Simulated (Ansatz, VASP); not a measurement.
**LiF: VASP beside Ansatz**

```xyz
2
Lattice="0.0000 2.0405 2.0405 2.0405 0.0000 2.0405 2.0405 2.0405 0.0000" Properties=species:S:1:pos:R:3 pbc="T T T"
F     2.0405    2.0405    2.0405
Li    0.0000    0.0000    0.0000
```

Alike in both runs: task single point; functional PBEsol; k mesh 11 × 11 × 11; occupations fermi-dirac, width 0.05 eV; no spin polarisation.

```csv
,VASP,Ansatz
version,VASP 6.6.1,Ansatz 0.2.0
potentials or method,"VASP PAW PBE potentials, release 64 (F, Li_sv)",Ansatz PAW
plane-wave cutoff (eV),520,420
valence electrons in the cell,10,10
```

```csv
,VASP,Ansatz,Ansatz less VASP
gap on the k mesh at the Fermi level (eV),8.58,8.58,+0.001
least direct gap on the mesh (eV),8.58,8.58,+0.001
```

VASP's potentials were made for PBE, not for PBEsol.

Noted on VASP's run: the cutoff is short for stress, so the pressure is rough. Noted on Ansatz's run: odd divisions of the mesh miss points on the zone boundary, where band edges often lie, so the gap on the mesh can be too wide.
